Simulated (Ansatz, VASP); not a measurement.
**One calculation of InSb3, two programs**

```xyz
4
Lattice="4.9006 0.0000 0.0000 0.0000 4.9006 0.0000 0.0000 0.0000 4.9006" Properties=species:S:1:pos:R:3 pbc="T T T"
Sb    2.4503    2.4503    0.0000
Sb    0.0000    2.4503    2.4503
Sb    2.4503    0.0000    2.4503
In    0.0000    0.0000    0.0000
```

Alike in both runs: task single point; functional PBE; k mesh 6 × 6 × 6; occupations fermi-dirac, width 0.05 eV; no spin polarisation.

```csv
,VASP,Ansatz
version,VASP 6.6.1,Ansatz 0.2.0
potentials or method,"VASP PAW PBE potentials, release 64 (Sb, In_d)",Ansatz PAW
plane-wave cutoff (eV),520,420
valence electrons in the cell,28,58
```

VASP gave:

```
gap on the k mesh at the Fermi level (eV) : none
pressure (GPa)                            : -2.5
```

Q: Estimate Ansatz's values.

A: gap on the k mesh at the Fermi level (eV): none; pressure (GPa): -2.4.

A gap of «none» marks a metal or a gap that the smearing closes. VASP's potentials hold 28 valence electrons a cell and Ansatz's 58, so a difference there can come from the potentials and not from the codes.

Spin-orbit coupling is off throughout.
